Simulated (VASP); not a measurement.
Ga3AsP2: single point with r2SCAN

Ga3AsP2:

```
CELL_PARAMETERS angstrom
3.90596 0.00000 0.00000
-1.95298 3.38266 0.00000
0.00000 0.00000 9.56218
ATOMIC_POSITIONS crystal
P 0.00000 0.00000 0.00306
P 0.33333 0.66667 0.33052
As 0.66667 0.33333 0.66634
Ga 0.33333 0.66667 0.08325
Ga 0.66667 0.33333 0.41034
Ga 0.00000 0.00000 0.75648
```

```json
{"Program": "VASP 6.6.1", "Task": "single point", "Functional": "r2SCAN", "Potentials or basis": "VASP PAW PBE potentials, release 64 (P, As, Ga_d)", "Cutoff": "520 eV", "k mesh": "6 × 6 × 4", "Occupations": "fermi-dirac, width 0.02 eV", "Spin": "no spin polarisation", "Dipole correction": "no", "Further INCAR settings": "ALGO = Normal; EDIFF = 1e-06; NBANDS = 36"}
```

| Quantity | Value |
| --- | --- |
| Pressure | 0.0 GPa |
| Largest force | 0.015 eV/Å |
| Band gap on the k mesh | 1.62 eV (least direct gap 1.70 eV) |

Forces on the atoms (eV/Å):
```
P    0.000  0.000  0.004
P    0.000  0.000 -0.002
As   0.000  0.000 -0.002
Ga   0.000  0.000  0.001
Ga   0.000  0.000 -0.015
Ga   0.000  0.000  0.015
```

Levels at points of the mesh, in eV from the valence-band top:
| k point | band 24 | band 25 | band 26 | band 27 | band 28 | band 29 | band 30 | band 31 |
| --- | --- | --- | --- | --- | --- | --- | --- | --- |
| (0.00, 0.00, 0.00) | -0.96 | -0.13 | 0.00 | 0.00 | 1.70 | 1.75 | 2.10 | 3.98 |
| (0.50, 0.00, 0.00) | -2.83 | -2.67 | -1.96 | -1.61 | 1.73 | 1.91 | 2.70 | 2.98 |
| (0.00, 0.00, 0.50) | -0.71 | -0.71 | -0.20 | -0.20 | 1.62 | 2.26 | 2.62 | 4.44 |
| (0.50, 0.00, 0.50) | -2.76 | -2.46 | -1.29 | -1.24 | 1.67 | 1.99 | 2.33 | 3.68 |

Wall time 2.9 min on 1 thread of Intel(R) Xeon(R) 6975P-C (Granite Rapids), on a shared host, peak memory 0.31 GiB.

Caveat: the PAW data sets were made with another functional, which shifts forces and pressure a little. A k mesh can miss the band edges.
